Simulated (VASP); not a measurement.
Wanted: the native input for a VASP 6.6.1 run.

| Quantity | Value |
| --- | --- |
| Task | single point |
| Functional | PBEsol |
| Potentials or basis | VASP PAW PBE potentials, release 64 (Sb, Pt) |
| Cutoff | 520 eV |
| k mesh | 4 × 4 × 4 |
| Occupations | fermi-dirac, width 0.02 eV |
| Spin | no spin polarisation |
| Dipole correction | no |
| Further INCAR settings | ALGO = Normal; EDIFF = 1e-07; NBANDS = 52 |

The structure of Sb2Pt lies in POSCAR:

```
Sb2Pt
1.0
    6.4661941036      0.0000000000      0.0000000000
    0.0000000000      6.4661941036      0.0000000000
    0.0000000000      0.0000000000      6.4661941036
Sb Pt
8 4
Direct
    0.3745405827      0.3745405827      0.3745405827
    0.1254594173      0.6254594173      0.8745405827
    0.8745405827      0.1254594173      0.6254594173
    0.6254594173      0.8745405827      0.1254594173
    0.6254594173      0.6254594173      0.6254594173
    0.8745405827      0.3745405827      0.1254594173
    0.1254594173      0.8745405827      0.3745405827
    0.3745405827      0.1254594173      0.8745405827
    0.0000000000      0.0000000000      0.0000000000
    0.5000000000      0.0000000000      0.5000000000
    0.5000000000      0.5000000000      0.0000000000
    0.0000000000      0.5000000000      0.5000000000
```

One way to write it, as run:

INCAR

```
  PREC = Accurate
  ENCUT = 520
  EDIFF = 1E-7
  ISMEAR = -1
  SIGMA = 0.02
  LREAL = False
  LASPH = True
  NELM = 80
  ALGO = Normal
  ISIF = 2
  LWAVE = False
  LCHARG = False
  GGA = PS
  NBANDS = 52
```

KPOINTS

```
Automatic mesh
0
Gamma
  4 4 4
```

Potentials or basis: VASP PAW PBE potentials, release 64 (Sb, Pt).

Command:

```sh
$ cat potpaw_PBE.64/Sb/POTCAR potpaw_PBE.64/Pt/POTCAR > POTCAR
$ mpirun -np 1 vasp_std > vasp.out
```

Results of the run:

| Item | Value |
| --- | --- |
| Pressure | -0.2 GPa |
| Largest force | 0.031 eV/Å |
| Band gap on the k mesh | zero (bands 40 and 41 overlap by 0.14 eV) |

Caveat: the PAW data sets were made with another functional, which shifts forces and pressure a little; spin-orbit coupling is left out, which moves the levels of the heavy elements.

It took 2.5 min on 1 thread of Intel(R) Xeon(R) 6975P-C (Granite Rapids), on a shared host, peak memory 0.4 GiB.
